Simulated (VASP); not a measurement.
# SnSe (I4/mmm) in VASP: single point with PBE

Aim: the single point of SnSe with PBE.

Program: VASP 6.6.1. These are calculated values, not measurements. Logs are shortened: lines on timing, memory, paths and dates and some standing lists are left out, and cuts for length are marked.

## (1) The cell of the first run

It takes space group I4/mmm (No. 139, tetragonal). The conventional cell has a = 4.257 Å, b = 4.257 Å, c = 5.839 Å, α = 90.00°, β = 90.00°, γ = 90.00°. Sn (site symmetry 4/mmm) has 6 Se at 2.92 to 3.01 Å within 3.8 Å. Se (site symmetry 4/mmm) has 6 Sn at 2.92 to 3.01 Å within 3.8 Å.

## (2) Single point, PBE (z stretched by -3 %, then relaxed in part)

INCAR

```
ALGO     = Normal         # electronic algorithm
EDIFF    = 1E-6           # SCF threshold, eV
ENCUT    = 500            # plane-wave cutoff, eV
GGA      = PE             # functional
GGA_COMPAT= False        
ISIF     = 2              # what is computed and relaxed
ISMEAR   = -1             # smearing method
LASPH    = True           # aspherical terms in the spheres
LCHARG   = False          # write CHGCAR
LREAL    = False          # projectors in reciprocal space
LWAVE    = False          # write WAVECAR
NBANDS   = 17             # bands
NELM     = 120            # most SCF steps
PREC     = Accurate       # precision mode
SIGMA    = 0.02           # smearing width, eV
```

KPOINTS

```
k-points
0
Gamma
  13 13 13
```

POSCAR

```
SnSe
1.0
    0.0000000000      3.0100000000      2.9197000000
    3.0100000000      0.0000000000      2.9197000000
    3.0100000000      3.0100000000      0.0000000000
Sn Se
1 1
Direct
    0.0000000000      0.0000000000      0.0000000000
    0.5000000000      0.5000000000      0.5000000000
```

Potentials or basis: VASP PAW PBE potentials, release 64 (Sn_d, Se).

Command:

```
$ cat potpaw_PBE.64/Sn_d/POTCAR potpaw_PBE.64/Se/POTCAR > POTCAR
$ mpirun -np 1 vasp_std > vasp.out
```

OUTCAR:

```text
EDIFF = 1E-6
   ENCUT = 500
   GGA = PE
   ISIF = 2
   ISMEAR = -1
   LASPH = True
   LREAL = False
   NELM = 120
   PREC = Accurate

 ion  position               nearest neighbor table
   1  0.000  0.000  0.000-   2 2.92   2 2.92   2 3.01   2 3.01   2 3.01   2 3.01
   2  0.500  0.500  0.500-   1 2.92   1 2.92   1 3.01   1 3.01   1 3.01   1 3.01

  LATTYP: Found a body centered tetragonal cell.
 ALAT       =     4.2567828227
 C/A-ratio  =     1.3717871555

  Lattice vectors:

 A1 = (   0.0000000000,  -3.0100000000,  -2.9197000000)
 A2 = (   0.0000000000,   3.0100000000,  -2.9197000000)
 A3 = (   3.0100000000,   0.0000000000,   2.9197000000)

Analysis of symmetry for initial positions (statically):
=====================================================================
 Subroutine PRICEL returns:
 Original cell was already a primitive cell.

 Routine SETGRP: Setting up the symmetry group for a
 body centered tetragonal supercell.

 Subroutine GETGRP returns: Found 16 space group operations
 (whereof 16 operations were pure point group operations)
 out of a pool of 16 trial point group operations.

The static configuration has the point symmetry D_4h.

Analysis of symmetry for dynamics (positions and initial velocities):
=====================================================================
 Subroutine PRICEL returns:
 Original cell was already a primitive cell.

 Routine SETGRP: Setting up the symmetry group for a
 body centered tetragonal supercell.

 Subroutine GETGRP returns: Found 16 space group operations
 (whereof 16 operations were pure point group operations)
 out of a pool of 16 trial point group operations.

The dynamic configuration has the point symmetry D_4h.

 Subroutine INISYM returns: Found 16 space group operations
 (whereof 16 operations are pure point group operations),
 and found     1 'primitive' translations

----------------------------------------------------------------------------------------

                                     Primitive cell

  volume of cell :      52.9055

  direct lattice vectors                    reciprocal lattice vectors
     0.000000000  3.010000000  2.919700000    -0.166112957  0.166112957  0.171250471
     3.010000000  0.000000000  2.919700000     0.166112957 -0.166112957  0.171250471
     3.010000000  3.010000000  0.000000000     0.166112957  0.166112957 -0.171250471

  length of vectors
     4.193417233  4.193417233  4.256782823     0.290712491  0.290712491  0.290712491

[... 78 lines left out ...]
   ENCUT  =  500.0 eV  36.75 Ry    6.06 a.u.   7.65  7.65  7.76*2*pi/ulx,y,z
   NELM   =    120;   NELMIN=  2; NELMDL= -5     # of ELM steps
   EDIFF  = 0.1E-05   stopping-criterion for ELM
   LREAL  =      F    real-space projection
   EDIFFG = 0.1E-04   stopping-criterion for IOM
   NSW    =      0    number of steps for IOM
   IBRION =     -1    ionic relax: 0-MD 1-quasi-New 2-CG
   NFREE  =      0    steps in history (QN), initial steepest desc. (CG)
   ISIF   =      2    stress and relaxation
   ISYM   =      2    0-nonsym 1-usesym 2-fastsym
   POTIM  = 0.5000    time-step for ionic-motion
   TEBEG  =    0.0;   TEEND  =   0.0 temperature during run
   PSTRESS=    0.0 pullay stress
   NELECT =      20.0000    total number of electrons
   NUPDOWN=      -1.0000    fix difference up-down
   EMIN   =  10.00;   EMAX   =-10.00  energy-range for DOS
   EFERMI =   0.00;   METHOD = LEGACY
   ISMEAR =    -1;   SIGMA  =   0.02  broadening in eV -4-tet -1-fermi 0-gaus
   EFERMI_NEDOS =   21; number of points for ismear=-14 and -15
   IALGO  =     38    algorithm
   IMIX   =      4    mixing-type and parameters
     AMIX     =   0.40;   BMIX     =  1.00
     AMIX_MAG =   1.60;   BMIX_MAG =  1.00
  volume/ion in A,a.u.               =      26.45       178.51
  Fermi-wavevector in a.u.,A,eV,Ry     =   1.183726  2.236917 19.064573  1.401207
  Thomas-Fermi vector in A             =   2.319954
   LORBIT       =      0    0 simple, 1 ext, 2 COOP (PROOUT), +10 PAW based schemes
   GGA     = PE    functional components
   LHFCALC =     F    Hartree Fock is set to
   AEXX    =    0.0000 exact exchange contribution
   IVDW    =     0    specifies the selected vdW correction
   LEPSILON=     F    determine dielectric tensor
   LRPA    =     F    only Hartree local field effects (RPA)
 non-spin polarized calculation
  energy-cutoff  :      500.00
  volume of cell :       52.91
 maximum number of plane-waves:      1371
   NGX = 15   NGY = 15   NGZ = 15

 number of electron      20.0000008 magnetization

 Free energy of the ion-electron system (eV)
  ---------------------------------------------------
  ext. energy  EPLUGINS =         0.00000000
  ---------------------------------------------------
  free energy    TOTEN  =        -8.17629235 eV

  energy without entropy =       -8.17628556  energy(sigma->0) =       -8.17628895

 E-fermi :   6.1538     XC(G=0):  -9.7350

 val. band max:        6.0247897778   @ k =  -0.3846   0.0000   0.0769
 cond. band min:       6.2711619652   @ k =  -0.3846   0.0769   0.0000
 fundamental gap:      0.2463721873
 Fermi energy:         6.1538079595

 k-point     1 :       0.0000    0.0000    0.0000
  band No.  band energies     occupation
      1     -15.6724      2.00000
      2     -15.6723      2.00000
      3     -15.6634      2.00000
      4     -15.6634      2.00000
      5     -15.6592      2.00000
      6      -8.1455      2.00000
[... 457 lines left out ...]
      4     -15.6520      2.00000
      5     -15.6479      2.00000
      6      -7.1278      2.00000
[... 9 lines left out ...]
     16      16.6241      0.00000
     17      16.6598      0.00000

 [... further k-points ...]

------------------------ aborting loop because EDIFF is reached ----------------------------------------

  FORCE on cell =-STRESS in cart. coord.  units (eV):
  Direction    XX          YY          ZZ          XY          YZ          ZX
  --------------------------------------------------------------------------------------
  -------------------------------------------------------------------------------------
  Total        0.4716069      0.4716069      1.9515151      0.0000000      0.0000000     -0.0000000
  in kB       14.2820169     14.2820169     59.0991574      0.0000000      0.0000000     -0.0000000
  external PRESSURE =      29.2210637 kB  Pullay stress =       0.0000000 kB

 VOLUME and BASIS-vectors are now :
 -----------------------------------------------------------------------------
  energy-cutoff  :      500.00
  volume of cell :       52.91
      direct lattice vectors                 reciprocal lattice vectors
     0.000000000  3.010000000  2.919700000    -0.166112957  0.166112957  0.171250471
     3.010000000  0.000000000  2.919700000     0.166112957 -0.166112957  0.171250471
     3.010000000  3.010000000  0.000000000     0.166112957  0.166112957 -0.171250471

 POSITION                                       TOTAL-FORCE (eV/Angst)
 -----------------------------------------------------------------------------------
      0.00000      0.00000      0.00000         0.000000     -0.000000      0.000000
      3.01000      3.01000      2.91970        -0.000000      0.000000      0.000000
 -----------------------------------------------------------------------------------
    total drift:                                0.000000     -0.000000     -0.000000

  FREE ENERGIE OF THE ION-ELECTRON SYSTEM (eV)
  ---------------------------------------------------
  free  energy   TOTEN  =        -8.1762923526 eV

  energy  without entropy=       -8.1762855551  energy(sigma->0) =       -8.17628895
```

stdout:

```text
POSCAR found type information on POSCAR SnSe
 POSCAR found :  2 types and       2 ions
 scaLAPACK will be used
 LDA part: xc-table for (Slater+PW92), standard interpolation
 POSCAR, INCAR and KPOINTS ok, starting setup
 FFT: planning ... GRIDC
 FFT: planning ... GRID_SOFT
 FFT: planning ... GRID
 WAVECAR not read
 entering main loop
```

Wall time 42 s (1 thread of Intel Xeon 6975P-C (Granite Rapids), shared host); peak memory 0.3 GiB.

Results:

| Item | Value |
| --- | --- |
| Free energy | -8.1763 eV |
| Pressure | 2.9 GPa |
| Band gap on the k mesh | 0.25 eV, indirect (least direct gap 0.35 eV) |

Caveat: the cell differs from its parent crystal (z stretched by -3 %, then relaxed in part); spin-orbit coupling is left out, which moves the levels of the heavy elements.
